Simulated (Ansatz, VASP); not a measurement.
## La3In in VASP and in Ansatz

```
La In
1.0
     5.13625    0.00000    0.00000
     0.00000    5.13625    0.00000
     0.00000    0.00000    5.08540
La In
3 1
Direct
  0.00000 0.50000 0.50000
  0.50000 0.00000 0.50000
  0.50000 0.50000 0.00000
  0.00000 0.00000 0.00000
```

Change from the starting cell: equal xx and yy strain of +1 %.

Alike in both runs: task single point; functional PBEsol; k mesh 7 × 7 × 7; occupations fermi-dirac, width 0.05 eV; no spin polarisation.

|  | VASP | Ansatz |
| --- | --- | --- |
| version | VASP 6.6.1 | Ansatz 0.2.0 |
| potentials or method | VASP PAW PBE potentials, release 64 (La, In_d), cutoff 520 eV | all-electron LAPW, scalar-relativistic |

|  | VASP | Ansatz | Ansatz less VASP |
| --- | --- | --- | --- |
| pressure (GPa) | -3.3 | -3.3 | +0.02 |
| traceless stress, the component that is largest in VASP (GPa) | 0.17 | 0.17 | 0.000 |

VASP's potentials were made for PBE, not for PBEsol. Ansatz ran all-electron here, and VASP with PAW potentials.

Spin-orbit coupling is off throughout.
